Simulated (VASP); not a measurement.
# BW16 (a cell with a defect) in VASP: single point with PBE

Aim: the single point of BW16 (a cell with a defect) with PBE.

Program: VASP 6.6.1. These are calculated values, not measurements. Logs are shortened: lines on timing, memory, paths and dates and some standing lists are left out, and cuts for length are marked.

### 1 The cell of the first run

The cell holds a defect, 17 atoms: a = 6.320 Å, b = 6.320 Å, c = 6.320 Å, α = 90.00°, β = 90.00°, γ = 90.00°.

### 2 Single point, PBE

Input file INCAR:

```
PREC     = Accurate       # precision mode
ENCUT    = 520            # plane-wave cutoff, eV
EDIFF    = 1E-6           # SCF threshold, eV
ISMEAR   = -1             # smearing method
SIGMA    = 0.1            # smearing width, eV
LREAL    = Auto         
LASPH    = T              # aspherical terms in the spheres
NELM     = 60             # most SCF steps
ALGO     = Normal         # electronic algorithm
ISIF     = 2              # what is computed and relaxed
LWAVE    = F              # write WAVECAR
LCHARG   = F              # write CHGCAR
GGA      = PE             # functional
NBANDS   = 128            # bands
```

Input file KPOINTS:

```
regular mesh
0
Gamma
  2 2 2
```

Input file POSCAR:

```
BW16
1.0
    6.3200000000      0.0000000000      0.0000000000
    0.0000000000      6.3200000000      0.0000000000
    0.0000000000      0.0000000000      6.3200000000
W B
16 1
Direct
   -0.0519883236     -0.0002805921      0.0071737348
    0.5529668038     -0.0002754260      0.0071266213
   -0.0014701277      0.4997313292      0.0071606788
   -0.0014426014     -0.0002738658      0.5071595181
    0.2505044826      0.2473335247      0.2547447153
    0.5024608285      0.4997316135      0.0071514363
    0.5024351635     -0.0002729715      0.5071589730
    0.7504988226      0.2605264768      0.2679850759
    0.0052411953      0.4997487671      0.5072208403
    0.2505052299      0.7521282259      0.2547250715
    0.2504885607      0.2472916821      0.7595778692
    0.4957522019      0.4997487978      0.5072170910
    0.7505001235      0.7389266709      0.2679809920
    0.7504938789      0.2605106301      0.7463676494
    0.2504914244      0.7521808511      0.7596032524
    0.7504929540      0.7389624826      0.7463934403
    0.2504889827     -0.0003155965      0.0071113404
```

Potentials or basis: VASP PAW PBE potentials, release 64 (W_sv, B).

Run with:

```sh
> cat potpaw_PBE.64/W_sv/POTCAR potpaw_PBE.64/B/POTCAR > POTCAR
> mpirun -np 1 vasp_std > vasp.out
```

OUTCAR:

```text
PREC = Accurate
   ENCUT = 520
   EDIFF = 1E-6
   ISMEAR = -1
   LREAL = Auto
   LASPH = T
   NELM = 60
   ISIF = 2
   GGA = PE

 ion  position               nearest neighbor table
   1  0.948  1.000  0.007-  17 1.91   2 2.50  16 2.64  13 2.64  14 2.64   8 2.64  15 2.92  10 2.92
                            11 2.92   5 2.92   3 3.18   4 3.18   3 3.18   4 3.18
   2  0.553  1.000  0.007-  17 1.91   1 2.50  16 2.64  14 2.64  13 2.64   8 2.64  15 2.92  11 2.92
                            10 2.92   5 2.92   7 3.18   6 3.18   6 3.18   7 3.18
   3  0.999  0.500  0.007-  16 2.73  13 2.73  14 2.73   8 2.73  10 2.74   5 2.74  15 2.74  11 2.74
                             6 3.14   9 3.16   9 3.16   1 3.18   1 3.18   6 3.18
   4  0.999  1.000  0.507-   8 2.73  13 2.73  14 2.73  16 2.73  11 2.74  15 2.74   5 2.74  10 2.74
                             7 3.14   9 3.16   9 3.16   1 3.18   1 3.18   7 3.18
   5  0.251  0.247  0.255-  17 2.21  12 2.74   9 2.74   6 2.74   7 2.74   3 2.74   4 2.74   1 2.92
                             2 2.92  11 3.13  10 3.13   8 3.16   8 3.16  10 3.19  11 3.19
   6  0.502  0.500  0.007-  16 2.73  14 2.73  13 2.73   8 2.73  10 2.74   5 2.74  15 2.74  11 2.74
                             3 3.14  12 3.16  12 3.16   2 3.18   2 3.18   3 3.18
   7  0.502  1.000  0.507-   8 2.73  13 2.73  14 2.73  16 2.73  11 2.74  15 2.74   5 2.74  10 2.74
                             4 3.14  12 3.16  12 3.16   2 3.18   2 3.18   4 3.18
   8  0.750  0.261  0.268-   1 2.64   2 2.64   9 2.68  12 2.68   4 2.73   7 2.73   3 2.73   6 2.73
                            14 3.02  13 3.02   5 3.16   5 3.16  13 3.30  14 3.30
   9  0.005  0.500  0.507-  14 2.68  16 2.68  13 2.68   8 2.68  11 2.74  15 2.74  10 2.74   5 2.74
                            12 3.10   3 3.16   4 3.16   4 3.16   3 3.16  12 3.22
  10  0.251  0.752  0.255-  17 2.21  12 2.74   9 2.74   6 2.74   3 2.74   7 2.74   4 2.74   1 2.92
                             2 2.92  15 3.13   5 3.13  13 3.16  13 3.16   5 3.19  15 3.19
  11  0.250  0.247  0.760-  17 2.21   9 2.74  12 2.74   4 2.74   7 2.74   3 2.74   6 2.74   2 2.92
                             1 2.92  15 3.13   5 3.13  14 3.16  14 3.16   5 3.19  15 3.19
  12  0.496  0.500  0.507-  14 2.68  16 2.68  13 2.68   8 2.68  15 2.74  11 2.74  10 2.74   5 2.74
                             9 3.10   6 3.16   7 3.16   7 3.16   6 3.16   9 3.22
  13  0.751  0.739  0.268-   1 2.64   2 2.64   9 2.68  12 2.68   4 2.73   7 2.73   3 2.73   6 2.73
                             8 3.02  16 3.02  10 3.16  10 3.16  16 3.30   8 3.30
  14  0.750  0.261  0.746-   2 2.64   1 2.64  12 2.68   9 2.68   6 2.73   3 2.73   7 2.73   4 2.73
                             8 3.02  16 3.02  11 3.16  11 3.16  16 3.30   8 3.30
  15  0.250  0.752  0.760-  17 2.21   9 2.74  12 2.74   4 2.74   7 2.74   6 2.74   3 2.74   2 2.92
                             1 2.92  11 3.13  10 3.13  16 3.16  16 3.16  10 3.19  11 3.19
  16  0.750  0.739  0.746-   2 2.64   1 2.64  12 2.68   9 2.68   6 2.73   3 2.73   7 2.73   4 2.73
                            13 3.02  14 3.02  15 3.16  15 3.16  14 3.30  13 3.30
  17  0.250  1.000  0.007-   1 1.91   2 1.91  15 2.21  11 2.21  10 2.21   5 2.21

  LATTYP: Found a simple cubic cell.
 ALAT       =     6.3200000000

  Lattice vectors:

 A1 = (   6.3200000000,   0.0000000000,   0.0000000000)
 A2 = (   0.0000000000,   6.3200000000,   0.0000000000)
 A3 = (   0.0000000000,   0.0000000000,   6.3200000000)

Analysis of symmetry for initial positions (statically):
=====================================================================
 Subroutine PRICEL returns:
 Original cell was already a primitive cell.

 Routine SETGRP: Setting up the symmetry group for a
 simple cubic supercell.

 Subroutine GETGRP returns: Found  1 space group operations
 (whereof  1 operations were pure point group operations)
 out of a pool of 48 trial point group operations.

The static configuration has the point symmetry C_1 .

Analysis of symmetry for dynamics (positions and initial velocities):
=====================================================================
 Subroutine PRICEL returns:
 Original cell was already a primitive cell.

 Routine SETGRP: Setting up the symmetry group for a
 simple cubic supercell.

 Subroutine GETGRP returns: Found  1 space group operations
 (whereof  1 operations were pure point group operations)
 out of a pool of 48 trial point group operations.

The dynamic configuration has the point symmetry C_1 .

 Subroutine INISYM returns: Found  1 space group operations
 (whereof  1 operations are pure point group operations),
 and found     1 'primitive' translations

----------------------------------------------------------------------------------------

                                     Primitive cell

  volume of cell :     252.4360

  direct lattice vectors                    reciprocal lattice vectors
     6.320000000  0.000000000  0.000000000     0.158227848  0.000000000  0.000000000
     0.000000000  6.320000000  0.000000000     0.000000000  0.158227848  0.000000000
     0.000000000  0.000000000  6.320000000     0.000000000  0.000000000  0.158227848

  length of vectors
     6.320000000  6.320000000  6.320000000     0.158227848  0.158227848  0.158227848

  position of ions in fractional coordinates (direct lattice)
     0.948011676  0.999719408  0.007173735
     0.552966804  0.999724574  0.007126621
     0.998529872  0.499731329  0.007160679
     0.998557399  0.999726134  0.507159518
     0.250504483  0.247333525  0.254744715
     0.502460828  0.499731614  0.007151436
[... 9 lines left out ...]
     0.750492954  0.738962483  0.746393440
     0.250488983  0.999684403  0.007111340

  ion indices of the primitive-cell ions
   primitive index   ion index
                 1           1
                 2           2
                 3           3
                 4           4
                 5           5
                 6           6
[... 9 lines left out ...]
                16          16
                17          17

----------------------------------------------------------------------------------------

 KPOINTS: regular mesh

Automatic generation of k-mesh.
 Grid dimensions read from file:
 generate k-points for:    2    2    2

 Generating k-lattice:

  Cartesian coordinates                     Fractional coordinates (reciprocal lattice)
     0.079113924  0.000000000  0.000000000     0.500000000  0.000000000  0.000000000
     0.000000000  0.079113924  0.000000000     0.000000000  0.500000000  0.000000000
     0.000000000  0.000000000  0.079113924     0.000000000  0.000000000  0.500000000

  Length of vectors
     0.079113924  0.079113924  0.079113924

  Shift w.r.t. Gamma in fractional coordinates (k-lattice)
     0.000000000  0.000000000  0.000000000

 Subroutine IBZKPT returns following result:
 ===========================================

 Found      8 irreducible k-points:

 Following reciprocal coordinates:
            Coordinates               Weight
  0.000000  0.000000  0.000000      1.000000
  0.500000  0.000000  0.000000      1.000000
  0.000000  0.500000  0.000000      1.000000
  0.000000  0.000000  0.500000      1.000000
  0.500000  0.500000  0.000000      1.000000
  0.000000  0.500000  0.500000      1.000000
  0.500000  0.000000  0.500000      1.000000
  0.500000  0.500000  0.500000      1.000000
   k-points           NKPTS =      8   k-points in BZ     NKDIM =      8   number of bands    NBANDS=    128
   number of dos      NEDOS =    301   number of ions     NIONS =     17
   total plane-waves  NPLWV = 110592
   dimension x,y,z NGX =    48 NGY =   48 NGZ =   48
   dimension x,y,z NGXF=    96 NGYF=   96 NGZF=   96
   ions per type =              16   1
   NGX,Y,Z   is equivalent  to a cutoff of  12.63, 12.63, 12.63 a.u.
   NGXF,Y,Z  is equivalent  to a cutoff of  25.25, 25.25, 25.25 a.u.
 SYSTEM =  unknown system
   PREC   = accura    normal or accurate (medium, high low for compatibility)
   ISTART =      0    job   : 0-new  1-cont  2-samecut
   ICHARG =      2    charge: 1-file 2-atom 10-const
   ISPIN  =      1    spin polarized calculation?
   LNONCOLLINEAR =      F non collinear calculations
   LSORBIT =      F    spin-orbit coupling
   LASPH  =      T    aspherical Exc in radial PAW
   ENCUT  =  520.0 eV  38.22 Ry    6.18 a.u.  11.75 11.75 11.75*2*pi/ulx,y,z
   NELM   =     60;   NELMIN=  2; NELMDL= -5     # of ELM steps
   EDIFF  = 0.1E-05   stopping-criterion for ELM
   LREAL  =      T    real-space projection
   EDIFFG = 0.1E-04   stopping-criterion for IOM
   NSW    =      0    number of steps for IOM
   IBRION =     -1    ionic relax: 0-MD 1-quasi-New 2-CG
   NFREE  =      0    steps in history (QN), initial steepest desc. (CG)
   ISIF   =      2    stress and relaxation
   ISYM   =      2    0-nonsym 1-usesym 2-fastsym
   POTIM  = 0.5000    time-step for ionic-motion
   TEBEG  =    0.0;   TEEND  =   0.0 temperature during run
   PSTRESS=    0.0 pullay stress
   NELECT =     227.0000    total number of electrons
   NUPDOWN=      -1.0000    fix difference up-down
   EMIN   =  10.00;   EMAX   =-10.00  energy-range for DOS
   EFERMI =   0.00;   METHOD = LEGACY
   ISMEAR =    -1;   SIGMA  =   0.10  broadening in eV -4-tet -1-fermi 0-gaus
   EFERMI_NEDOS =   21; number of points for ismear=-14 and -15
   IALGO  =     38    algorithm
   IMIX   =      4    mixing-type and parameters
     AMIX     =   0.40;   BMIX     =  1.00
     AMIX_MAG =   1.60;   BMIX_MAG =  1.00
  volume/ion in A,a.u.               =      14.85       100.21
  Fermi-wavevector in a.u.,A,eV,Ry     =   1.580155  2.986060 33.972251  2.496890
  Thomas-Fermi vector in A             =   2.680426
   LORBIT       =      0    0 simple, 1 ext, 2 COOP (PROOUT), +10 PAW based schemes
   GGA     = PE    functional components
   LHFCALC =     F    Hartree Fock is set to
   AEXX    =    0.0000 exact exchange contribution
   IVDW    =     0    specifies the selected vdW correction
   LEPSILON=     F    determine dielectric tensor
   LRPA    =     F    only Hartree local field effects (RPA)
 non-spin polarized calculation
  energy-cutoff  :      520.00
  volume of cell :      252.44
 maximum number of plane-waves:      6859
 NGX is ok and might be reduce to    48
   NGX = 23   NGY = 23   NGZ = 23

 number of electron     226.9999995 magnetization

 Free energy of the ion-electron system (eV)
  ---------------------------------------------------
  ext. energy  EPLUGINS =         0.00000000
  ---------------------------------------------------
  free energy    TOTEN  =      -211.11224527 eV

  energy without entropy =     -210.84243716  energy(sigma->0) =     -210.97734122

 E-fermi :  11.6124     XC(G=0): -13.7548

 val. band max:       11.4300821203   @ k =   0.0000   0.0000   0.5000
 cond. band min:      11.6443492837   @ k =   0.5000   0.5000   0.0000
 fundamental gap:      0.2142671633
 Fermi energy:        11.6123997252

 k-point     1 :       0.0000    0.0000    0.0000
  band No.  band energies     occupation
      1     -62.3652      2.00000
      2     -62.2959      2.00000
      3     -62.2959      2.00000
      4     -62.2864      2.00000
      5     -62.2591      2.00000
      6     -62.2501      2.00000
[... 117 lines left out ...]
    124      13.5579      0.00000
    125      13.6393      0.00000

 k-point     2 :       0.5000    0.0000    0.0000
  band No.  band energies     occupation
      1     -62.3502      2.00000
      2     -62.2957      2.00000
      3     -62.2957      2.00000
      4     -62.2937      2.00000
      5     -62.2862      2.00000
      6     -62.2549      2.00000
[... 885 lines left out ...]
    124      14.0414      0.00000
    125      14.0988      0.00000
 [bands above 125 left out]

------------------------ aborting loop because EDIFF is reached ----------------------------------------

  FORCE on cell =-STRESS in cart. coord.  units (eV):
  Direction    XX          YY          ZZ          XY          YZ          ZX
  --------------------------------------------------------------------------------------
  -------------------------------------------------------------------------------------
  Total       45.8931495     21.4047825     21.4026765     -0.0027856     -0.0014790      0.0015006
  in kB      291.2776823    135.8532922    135.8399253     -0.0176795     -0.0093872      0.0095243
  external PRESSURE =     187.6569666 kB  Pullay stress =       0.0000000 kB

 VOLUME and BASIS-vectors are now :
 -----------------------------------------------------------------------------
  energy-cutoff  :      520.00
  volume of cell :      252.44
      direct lattice vectors                 reciprocal lattice vectors
     6.320000000  0.000000000  0.000000000     0.158227848  0.000000000  0.000000000
     0.000000000  6.320000000  0.000000000     0.000000000  0.158227848  0.000000000
     0.000000000  0.000000000  6.320000000     0.000000000  0.000000000  0.158227848

 POSITION                                       TOTAL-FORCE (eV/Angst)
 -----------------------------------------------------------------------------------
      5.99143      6.31823      0.04534         0.058806      0.002012      0.003672
      3.49475      6.31826      0.04504        -0.058726      0.002164      0.007317
      6.31071      3.15830      0.04526         0.014774     -0.000554      0.003016
      6.31088      6.31827      3.20525         0.012089      0.001583      0.000259
      1.58319      1.56315      1.60999        -0.001092      0.040278      0.043255
      3.17555      3.15830      0.04520        -0.014320     -0.000833      0.003417
[... 9 lines left out ...]
      4.74312      4.67024      4.71721        -0.000001      0.009500      0.009589
      1.58309      6.31801      0.04494         0.000114      0.005354      0.010398
 -----------------------------------------------------------------------------------
    total drift:                                0.001001      0.000467     -0.025542

  FREE ENERGIE OF THE ION-ELECTRON SYSTEM (eV)
  ---------------------------------------------------
  free  energy   TOTEN  =      -211.1122452701 eV

  energy  without entropy=     -210.8424371607  energy(sigma->0) =     -210.97734122
```

It took 10 min on 1 thread of Intel Xeon Platinum 8259CL at 2.50GHz (Skylake/Cascade Lake), shared host; peak memory 0.42 GiB.

Results:

```
Free energy            : -211.1122 eV
Pressure               : 18.8 GPa
Largest force          : 0.069 eV/Å
Band gap on the k mesh : zero (an odd number of electrons rules out a gap without spin polarisation)
```

Forces on the atoms (eV/Å):
```
W    0.059  0.002  0.004
W   -0.059  0.002  0.007
W    0.015 -0.001  0.003
W    0.012  0.002  0.000
W   -0.001  0.040  0.043
W   -0.014 -0.001  0.003
W   -0.011  0.001 -0.001
W    0.000 -0.014 -0.018
W    0.027 -0.002 -0.005
W    0.000 -0.042  0.048
W    0.001  0.045 -0.045
W   -0.028 -0.002 -0.006
W    0.000  0.013 -0.017
W    0.000 -0.011  0.012
W    0.001 -0.048 -0.050
W    0.000  0.009  0.010
B    0.000  0.005  0.010
```

Caveat: the k points lie up to 0.50 Å⁻¹ apart, too coarse for converged energies and pressures of a metal; spin-orbit coupling is left out, which moves the levels of the heavy elements.

The gap in the log of VASP goes by the Fermi energy; the results here count the filled bands.